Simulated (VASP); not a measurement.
A run of VASP 6.6.1:

File INCAR:

```
PREC = Accurate ; ENCUT = 520
EDIFF = 1E-6 ; ISMEAR = 0
SIGMA = 0.1 ; LREAL = False
LASPH = True ; NELM = 80
ALGO = Normal ; ISIF = 2
LWAVE = False ; LCHARG = False
GGA = PE ; NBANDS = 31
```

KPOINTS

```
regular mesh
0
Gamma
  4 4 4
```

Contents of POSCAR:

```
MgCd2Te3
1.0
   -4.7188892678      2.3362702791      4.3953791416
    4.7188892678     -2.3362702791      4.3953791416
    4.7188892678      2.3362702791     -4.3953791416
Mg Cd Te
1 2 3
Direct
    0.5000000000      0.5000000000      0.0000000000
    0.5000000000      0.8014356927      0.3014356927
    0.5000000000      0.1985643073      0.6985643073
    0.8043008572      0.3043008572      0.5000000000
    0.1956991428      0.6956991428      0.5000000000
    0.0000000000      0.0000000000      0.0000000000
```

Potentials or basis: VASP PAW PBE potentials, release 64 (Mg, Cd, Te).

The run is started by

```console
$ cat potpaw_PBE.64/Mg/POTCAR potpaw_PBE.64/Cd/POTCAR potpaw_PBE.64/Te/POTCAR > POTCAR
$ mpirun -np 1 vasp_std > vasp.out
```

Hardware: 1 thread of Intel(R) Xeon(R) 6975P-C (Granite Rapids) (shared host).

Question: Estimate the wall time of this run.

Answer: It took 3.2 min on 1 thread of Intel(R) Xeon(R) 6975P-C (Granite Rapids) (shared host), peak memory 0.45 GiB. Counts: scf iterations 13, k points 18.
